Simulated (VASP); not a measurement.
# Zr (Im-3m) in VASP: notebook

Zr is run at these levels: PBEsol; tasks: electric field gradients.

Program: VASP 6.6.1. These are calculated values, not measurements. Logs are shortened: lines on timing, memory, paths and dates and some standing lists are left out, and cuts for length are marked.

### Step 1. The cell of the first run

It takes space group Im-3m (No. 229, cubic). Conventional cell: a = 3.650 Å, b = 3.650 Å, c = 3.650 Å, α = 90.00°, β = 90.00°, γ = 90.00°. Zr (site symmetry m-3m) has 14 Zr at 3.16 to 3.65 Å within 4.2 Å.

### Step 2. Electric field gradients, PBEsol (volume scaled by 1.025)

INCAR reads:

```
PREC     = Accurate       # precision mode
ENCUT    = 520            # plane-wave cutoff, eV
EDIFF    = 1E-8           # SCF threshold, eV
ISMEAR   = -1             # smearing method
SIGMA    = 0.08           # smearing width, eV
LREAL    = F              # projectors in reciprocal space
LASPH    = T              # aspherical terms in the spheres
NELM     = 60             # most SCF steps
ALGO     = Normal         # electronic algorithm
ISIF     = 2              # what is computed and relaxed
LWAVE    = F              # write WAVECAR
LCHARG   = F              # write CHGCAR
GGA      = PS             # functional
LEFG     = T            
NBANDS   = 12             # bands
```

KPOINTS reads:

```
Automatic mesh
0
Gamma
  14 14 14
```

POSCAR reads:

```
Zr
1.0
   -1.8249593561      1.8249593561      1.8249593561
    1.8249593561     -1.8249593561      1.8249593561
    1.8249593561      1.8249593561     -1.8249593561
Zr
1
Direct
    0.0000000000      0.0000000000      0.0000000000
```

Potentials or basis: VASP PAW PBE potentials, release 64 (Zr_sv).

Run with:

```bash
$ cat potpaw_PBE.64/Zr_sv/POTCAR > POTCAR
$ mpirun -np 1 vasp_std > vasp.out
```

OUTCAR:

```text
PREC = Accurate
   ENCUT = 520
   EDIFF = 1E-8
   ISMEAR = -1
   LREAL = F
   LASPH = T
   NELM = 60
   ISIF = 2
   GGA = PS

 ion  position               nearest neighbor table
   1  0.000  0.000  0.000-

  LATTYP: Found a body centered cubic cell.
 ALAT       =     3.6499187122

  Lattice vectors:

 A1 = (  -1.8249593561,   1.8249593561,   1.8249593561)
 A2 = (   1.8249593561,  -1.8249593561,   1.8249593561)
 A3 = (   1.8249593561,   1.8249593561,  -1.8249593561)

Analysis of symmetry for initial positions (statically):
=====================================================================
 Subroutine PRICEL returns:
 Original cell was already a primitive cell.

 Routine SETGRP: Setting up the symmetry group for a
 body centered cubic supercell.

 Subroutine GETGRP returns: Found 48 space group operations
 (whereof 48 operations were pure point group operations)
 out of a pool of 48 trial point group operations.

The static configuration has the point symmetry O_h .

Analysis of symmetry for dynamics (positions and initial velocities):
=====================================================================
 Subroutine PRICEL returns:
 Original cell was already a primitive cell.

 Routine SETGRP: Setting up the symmetry group for a
 body centered cubic supercell.

 Subroutine GETGRP returns: Found 48 space group operations
 (whereof 48 operations were pure point group operations)
 out of a pool of 48 trial point group operations.

The dynamic configuration has the point symmetry O_h .

 Subroutine INISYM returns: Found 48 space group operations
 (whereof 48 operations are pure point group operations),
 and found     1 'primitive' translations

----------------------------------------------------------------------------------------

                                     Primitive cell

  volume of cell :      24.3119

  direct lattice vectors                    reciprocal lattice vectors
    -1.824959356  1.824959356  1.824959356     0.000000000  0.273978704  0.273978704
     1.824959356 -1.824959356  1.824959356     0.273978704  0.000000000  0.273978704
     1.824959356  1.824959356 -1.824959356     0.273978704  0.273978704  0.000000000

  length of vectors
     3.160922327  3.160922327  3.160922327     0.387464400  0.387464400  0.387464400

  position of ions in fractional coordinates (direct lattice)
     0.000000000  0.000000000  0.000000000

  ion indices of the primitive-cell ions
   primitive index   ion index
                 1           1

----------------------------------------------------------------------------------------

 KPOINTS: Automatic mesh

Automatic generation of k-mesh.
 Grid dimensions read from file:
 generate k-points for:   14   14   14

 Generating k-lattice:

  Cartesian coordinates                     Fractional coordinates (reciprocal lattice)
     0.000000000  0.019569907  0.019569907     0.071428571  0.000000000  0.000000000
     0.019569907  0.000000000  0.019569907     0.000000000  0.071428571  0.000000000
     0.019569907  0.019569907  0.000000000     0.000000000  0.000000000  0.071428571

  Length of vectors
     0.027676029  0.027676029  0.027676029

  Shift w.r.t. Gamma in fractional coordinates (k-lattice)
     0.000000000  0.000000000  0.000000000

 Subroutine IBZKPT returns following result:
 ===========================================

 Found    104 irreducible k-points:

 Following reciprocal coordinates:
            Coordinates               Weight
  0.000000  0.000000  0.000000      1.000000
  0.071429  0.000000  0.000000     12.000000
  0.142857  0.000000  0.000000     12.000000
  0.214286  0.000000  0.000000     12.000000
  0.285714  0.000000  0.000000     12.000000
  0.357143  0.000000  0.000000     12.000000
[... 16 lines left out ...]
  0.285714  0.285714  0.000000     24.000000
  0.357143  0.285714 -0.000000     24.000000
 [... further k-points ...]
   k-points           NKPTS =    104   k-points in BZ     NKDIM =    104   number of bands    NBANDS=     12
   number of dos      NEDOS =    301   number of ions     NIONS =      1
   total plane-waves  NPLWV =  13824
   dimension x,y,z NGX =    24 NGY =   24 NGZ =   24
   dimension x,y,z NGXF=    48 NGYF=   48 NGZF=   48
   ions per type =               1
   NGX,Y,Z   is equivalent  to a cutoff of  12.62, 12.62, 12.62 a.u.
   NGXF,Y,Z  is equivalent  to a cutoff of  25.25, 25.25, 25.25 a.u.
 SYSTEM =  unknown system
   PREC   = accura    normal or accurate (medium, high low for compatibility)
   ISTART =      0    job   : 0-new  1-cont  2-samecut
   ICHARG =      2    charge: 1-file 2-atom 10-const
   ISPIN  =      1    spin polarized calculation?
   LNONCOLLINEAR =      F non collinear calculations
   LSORBIT =      F    spin-orbit coupling
   LASPH  =      T    aspherical Exc in radial PAW
   ENCUT  =  520.0 eV  38.22 Ry    6.18 a.u.   5.88  5.88  5.88*2*pi/ulx,y,z
   NELM   =     60;   NELMIN=  2; NELMDL= -5     # of ELM steps
   EDIFF  = 0.1E-07   stopping-criterion for ELM
   LREAL  =      F    real-space projection
   EDIFFG = 0.1E-06   stopping-criterion for IOM
   NSW    =      0    number of steps for IOM
   IBRION =     -1    ionic relax: 0-MD 1-quasi-New 2-CG
   NFREE  =      0    steps in history (QN), initial steepest desc. (CG)
   ISIF   =      2    stress and relaxation
   ISYM   =      2    0-nonsym 1-usesym 2-fastsym
   POTIM  = 0.5000    time-step for ionic-motion
   TEBEG  =    0.0;   TEEND  =   0.0 temperature during run
   PSTRESS=    0.0 pullay stress
   NELECT =      12.0000    total number of electrons
   NUPDOWN=      -1.0000    fix difference up-down
   EMIN   =  10.00;   EMAX   =-10.00  energy-range for DOS
   EFERMI =   0.00;   METHOD = LEGACY
   ISMEAR =    -1;   SIGMA  =   0.08  broadening in eV -4-tet -1-fermi 0-gaus
   EFERMI_NEDOS =   21; number of points for ismear=-14 and -15
   IALGO  =     38    algorithm
   IMIX   =      4    mixing-type and parameters
     AMIX     =   0.40;   BMIX     =  1.00
     AMIX_MAG =   1.60;   BMIX_MAG =  1.00
  volume/ion in A,a.u.               =      24.31       164.07
  Fermi-wavevector in a.u.,A,eV,Ry     =   1.293785  2.444899 22.774509  1.673879
  Thomas-Fermi vector in A             =   2.425409
   LORBIT       =      0    0 simple, 1 ext, 2 COOP (PROOUT), +10 PAW based schemes
   GGA     = PS    functional components
   LHFCALC =     F    Hartree Fock is set to
   AEXX    =    0.0000 exact exchange contribution
   IVDW    =     0    specifies the selected vdW correction
   LEPSILON=     F    determine dielectric tensor
   LRPA    =     F    only Hartree local field effects (RPA)
 non-spin polarized calculation
  energy-cutoff  :      520.00
  volume of cell :       24.31
 maximum number of plane-waves:       682
   NGX = 11   NGY = 11   NGZ = 11

 number of electron      12.0000000 magnetization

 Free energy of the ion-electron system (eV)
  ---------------------------------------------------
  ext. energy  EPLUGINS =         0.00000000
  ---------------------------------------------------
  free energy    TOTEN  =        -8.96596372 eV

  energy without entropy =       -8.92322134  energy(sigma->0) =       -8.94459253

 E-fermi :   8.1131     XC(G=0): -11.0013

 val. band max:        8.1112802679   @ k =   0.2143   0.2143   0.0000
 cond. band min:       8.1234744987   @ k =   0.2143   0.0714   0.0714
 fundamental gap:      0.0121942308
 Fermi energy:         8.1131286399

 k-point     1 :       0.0000    0.0000    0.0000
  band No.  band energies     occupation
      1     -40.3720      2.00000
      2     -17.9613      2.00000
      3     -17.9613      2.00000
      4     -17.9613      2.00000
      5       2.8062      2.00000
      6       9.2051      0.00000
      7       9.2051      0.00000
      8       9.2051      0.00000
      9      11.5756      0.00000
     10      11.5756      0.00000
     11      20.3627      0.00000
     12      20.3627      0.00000

 k-point     2 :       0.0714    0.0000    0.0000
  band No.  band energies     occupation
      1     -40.3658      2.00000
      2     -18.0060      2.00000
      3     -17.9751      2.00000
      4     -17.9616      2.00000
      5       2.9720      2.00000
      6       9.0965      0.00001
      7       9.1689      0.00000
      8       9.3646      0.00000
      9      11.4116      0.00000
     10      11.5753      0.00000
     11      20.5025      0.00000
     12      20.6614      0.00000
[... 316 lines left out ...]
 k-point    24 :       0.3571    0.2857   -0.0000
  band No.  band energies     occupation
      1     -40.2295      2.00000
      2     -18.6100      2.00000
      3     -18.4797      2.00000
      4     -18.0663      2.00000
      5       6.7952      2.00000
      6       7.5902      1.99711
      7       7.9421      1.78909
      8      11.7158      0.00000
      9      12.0993      0.00000
     10      16.1157      0.00000
     11      16.6450      0.00000
     12      18.0469      0.00000

 [... further k-points ...]

------------------------ aborting loop because EDIFF is reached ----------------------------------------

  FORCE on cell =-STRESS in cart. coord.  units (eV):
  Direction    XX          YY          ZZ          XY          YZ          ZX
  --------------------------------------------------------------------------------------
  -------------------------------------------------------------------------------------
  Total       -1.2601729     -1.2601729     -1.2601729      0.0000000      0.0000000     -0.0000000
  in kB      -83.0464644    -83.0464644    -83.0464644      0.0000000      0.0000000     -0.0000000
  external PRESSURE =     -83.0464644 kB  Pullay stress =       0.0000000 kB

 VOLUME and BASIS-vectors are now :
 -----------------------------------------------------------------------------
  energy-cutoff  :      520.00
  volume of cell :       24.31
      direct lattice vectors                 reciprocal lattice vectors
    -1.824959356  1.824959356  1.824959356     0.000000000  0.273978704  0.273978704
     1.824959356 -1.824959356  1.824959356     0.273978704  0.000000000  0.273978704
     1.824959356  1.824959356 -1.824959356     0.273978704  0.273978704  0.000000000

 POSITION                                       TOTAL-FORCE (eV/Angst)
 -----------------------------------------------------------------------------------
      0.00000      0.00000      0.00000        -0.000000      0.000000      0.000000
 -----------------------------------------------------------------------------------
    total drift:                                0.000000      0.000000      0.000000

  FREE ENERGIE OF THE ION-ELECTRON SYSTEM (eV)
  ---------------------------------------------------
  free  energy   TOTEN  =        -8.9659637216 eV

  energy  without entropy=       -8.9232213421  energy(sigma->0) =       -8.94459253

 Electric field gradients (V/A^2)
---------------------------------------------------------------------
 ion       V_xx      V_yy      V_zz      V_xy      V_xz      V_yz
---------------------------------------------------------------------
   1       0.000     0.000     0.000    -0.000    -0.000    -0.000
---------------------------------------------------------------------

 Electric field gradients after diagonalization (V/A^2)
 (convention: |V_zz| > |V_xx| > |V_yy|)
----------------------------------------------------------------------
 ion       V_xx      V_yy      V_zz     asymmetry (V_yy - V_xx)/ V_zz
----------------------------------------------------------------------
   1       0.000     0.000    -0.000       0.000
----------------------------------------------------------------------

           NMR quadrupolar parameters

 Cq : quadrupolar parameter    Cq=e*Q*V_zz/h
 eta: asymmetry parameters     (V_yy - V_xx)/ V_zz
 Q  : nuclear electric quadrupole moment in mb (millibarn)
----------------------------------------------------------------------
 ion       Cq(MHz)       eta       Q (mb)
----------------------------------------------------------------------
   1      -0.000       0.000       1.000
----------------------------------------------------------------------
```

It took 20 s on 1 thread of Intel Xeon Platinum 8259CL at 2.50GHz (Skylake/Cascade Lake), shared host; peak memory 0.15 GiB.

What came out:

- Free energy: -8.9660 eV
- Pressure: -8.3 GPa
- Band gap on the k mesh: zero (band 6 reaches 9.21 eV, above the bottom of band 7 at 7.51 eV)

Caveat: without QUAD_EFG the Cq values of the log hold for a quadrupole moment of 1 mb, not for the nuclei; the PAW data sets were made with another functional, which shifts forces and pressure a little.

### Step 3. Electric field gradients, PBEsol (volume scaled by 1.01)

INCAR reads:

```
SYSTEM = Zr
ALGO = Normal ; EDIFF = 1E-8
ENCUT = 520 ; GGA = PS
ISIF = 2 ; ISMEAR = -1
LASPH = .TRUE. ; LCHARG = .FALSE.
LEFG = .TRUE. ; LREAL = .FALSE.
LWAVE = .FALSE. ; NBANDS = 12
NELM = 80 ; PREC = Accurate
SIGMA = 0.08
```

KPOINTS reads:

```
k-points
0
G
  14 14 14
  0 0 0
```

POSCAR reads:

```
Zr
1.0
   -1.8160133332      1.8160133332      1.8160133332
    1.8160133332     -1.8160133332      1.8160133332
    1.8160133332      1.8160133332     -1.8160133332
Zr
1
Direct
    0.0000000000      0.0000000000      0.0000000000
```

Potentials or basis: VASP PAW PBE potentials, release 64 (Zr_sv).

Run with:

```bash
$ cat potpaw_PBE.64/Zr_sv/POTCAR > POTCAR
$ mpirun -np 1 vasp_std > vasp.out
```

OUTCAR:

```text
SYSTEM = Zr
   EDIFF = 1E-8
   ENCUT = 520
   GGA = PS
   ISIF = 2
   ISMEAR = -1
   LASPH = .TRUE.
   LREAL = .FALSE.
   NELM = 80
   PREC = Accurate

 ion  position               nearest neighbor table
   1  0.000  0.000  0.000-

  LATTYP: Found a body centered cubic cell.
 ALAT       =     3.6320266664

  Lattice vectors:

 A1 = (  -1.8160133332,   1.8160133332,   1.8160133332)
 A2 = (   1.8160133332,  -1.8160133332,   1.8160133332)
 A3 = (   1.8160133332,   1.8160133332,  -1.8160133332)

Analysis of symmetry for initial positions (statically):
=====================================================================
 Subroutine PRICEL returns:
 Original cell was already a primitive cell.

 Routine SETGRP: Setting up the symmetry group for a
 body centered cubic supercell.

 Subroutine GETGRP returns: Found 48 space group operations
 (whereof 48 operations were pure point group operations)
[... 539 lines left out ...]

 VOLUME and BASIS-vectors are now :
 -----------------------------------------------------------------------------
  energy-cutoff  :      520.00
  volume of cell :       23.96
      direct lattice vectors                 reciprocal lattice vectors
    -1.816013333  1.816013333  1.816013333     0.000000000  0.275328375  0.275328375
     1.816013333 -1.816013333  1.816013333     0.275328375  0.000000000  0.275328375
     1.816013333  1.816013333 -1.816013333     0.275328375  0.275328375  0.000000000

 POSITION                                       TOTAL-FORCE (eV/Angst)
 -----------------------------------------------------------------------------------
      0.00000      0.00000      0.00000         0.000000      0.000000      0.000000
 -----------------------------------------------------------------------------------
    total drift:                                0.000000      0.000000      0.000000

  FREE ENERGIE OF THE ION-ELECTRON SYSTEM (eV)
  ---------------------------------------------------
  free  energy   TOTEN  =        -8.9831771676 eV

  energy  without entropy=       -8.9415470774  energy(sigma->0) =       -8.96236212

 Electric field gradients (V/A^2)
---------------------------------------------------------------------
 ion       V_xx      V_yy      V_zz      V_xy      V_xz      V_yz
---------------------------------------------------------------------
   1       0.000    -0.000     0.000    -0.000    -0.000    -0.000
---------------------------------------------------------------------

 Electric field gradients after diagonalization (V/A^2)
 (convention: |V_zz| > |V_xx| > |V_yy|)
----------------------------------------------------------------------
 ion       V_xx      V_yy      V_zz     asymmetry (V_yy - V_xx)/ V_zz
----------------------------------------------------------------------
   1       0.000     0.000    -0.000       0.000
----------------------------------------------------------------------

           NMR quadrupolar parameters

 Cq : quadrupolar parameter    Cq=e*Q*V_zz/h
 eta: asymmetry parameters     (V_yy - V_xx)/ V_zz
 Q  : nuclear electric quadrupole moment in mb (millibarn)
----------------------------------------------------------------------
 ion       Cq(MHz)       eta       Q (mb)
----------------------------------------------------------------------
   1      -0.000       0.000       1.000
----------------------------------------------------------------------
```

Run time: 19 s. Hardware: 1 thread of Intel Xeon Platinum 8259CL at 2.50GHz (Skylake/Cascade Lake), shared host; peak memory 0.15 GiB.

What came out:

| Property | Result |
| --- | --- |
| Free energy | -8.9832 eV |
| Pressure | -7.3 GPa |
| Band gap on the k mesh | zero (band 6 reaches 9.37 eV, above the bottom of band 7 at 7.66 eV) |

Levels at points of the mesh, in eV from the Fermi level:
```csv
k point,band 2,band 3,band 4,band 5,band 6,band 7,band 8,band 9,band 10,band 11
"(0.00, 0.00, 0.00)",-26.02,-26.02,-26.02,-5.33,1.10,1.10,1.10,3.51,3.51,12.30
"(0.50, 0.00, 0.00)",-26.91,-26.31,-26.03,-2.71,-0.62,1.49,3.48,4.13,6.12,9.89
"(0.50, 0.50, 0.50)",-26.64,-26.64,-26.64,-2.41,-2.41,5.48,5.48,5.48,7.17,7.17
```

Caveat: without QUAD_EFG the Cq values of the log hold for a quadrupole moment of 1 mb, not for the nuclei; the PAW data sets were made with another functional, which shifts forces and pressure a little.
